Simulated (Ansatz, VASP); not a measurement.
**Sn in VASP and in Ansatz**

File POSCAR:

```
Sn
1.0
   -2.7931334325      2.7931334325      1.5193368895
    2.7931334325     -2.7931334325      1.5193368895
    2.7931334325      2.7931334325     -1.5193368895
Sn
2
Direct
    0.7500000000      0.2500000000      0.5000000000
    0.0000000000      0.0000000000      0.0000000000
```

Contents of INCAR.step1:

```
SYSTEM = Sn
PREC = Accurate
ENCUT = 520
ISMEAR = 0
SIGMA = 0.15
LREAL = .FALSE.
LASPH = .TRUE.
NELM = 80
NBANDS = 21
GGA = PE
ALGO = Normal
EDIFF = 1E-4
LWAVE = .TRUE.
LCHARG = .FALSE.
```

The input INCAR.step2:

```
SYSTEM = Sn
PREC = Accurate
ENCUT = 520
EDIFF = 1E-7
ISMEAR = 0
SIGMA = 0.15
LREAL = .FALSE.
LASPH = .TRUE.
NELM = 80
ALGO = Normal
ISIF = 2
LWAVE = .FALSE.
LCHARG = .FALSE.
METAGGA = R2SCAN
LMIXTAU = .TRUE.
NBANDS = 21
ISTART = 1
```

File KPOINTS:

```
regular mesh
0
G
  16 16 16
  0 0 0
```

Input for Ansatz:

```yaml
crystal:
  lattice:
    - [-2.7931334325, 2.7931334325, 1.5193368895]
    - [2.7931334325, -2.7931334325, 1.5193368895]
    - [2.7931334325, 2.7931334325, -1.5193368895]
  atoms:
    - { symbol: Sn, position: [0.75, 0.25, 0.5] }
    - { symbol: Sn, position: [0.0, 0.0, 0.0] }
basis:
  ecutwfc: 500
kpoints:
  mp_grid: { grid: [16, 16, 16] }
hamiltonian:
  xc: r2scan
scf:
  occupations: { method: gaussian, width: 0.15 }
output:
  forces: true
  stress: true
  eigenvalues: true
```

Change from the starting cell: strain -0.050 along x and y, -0.050 along z, atoms carried along.

Alike in both runs: task single point; functional r2SCAN; k mesh 16 × 16 × 16; occupations gaussian, width 0.15 eV; no spin polarisation.

|  | VASP | Ansatz |
| --- | --- | --- |
| version | VASP 6.6.1 | Ansatz 0.2.0 |
| potentials or method | VASP PAW PBE potentials, release 64 (Sn_d), cutoff 520 eV | scalar-relativistic, plane waves, PAW |
| valence electrons in the cell | 28 | 28 |

Ansatz gave:

| Quantity | Value |
| --- | --- |
| gap on the k mesh at the Fermi level (eV) | none |
| pressure (GPa) | 11.8 |
| traceless stress, the component that is largest in VASP (GPa) | -0.84 |

Task: Which values does VASP return?

Result: gap on the k mesh at the Fermi level (eV): none; pressure (GPa): 11.9; traceless stress, the component that is largest in VASP (GPa): -0.85.

VASP's potentials were made for PBE, not for r2SCAN. A gap of «none» marks a metal or a gap that the smearing closes.
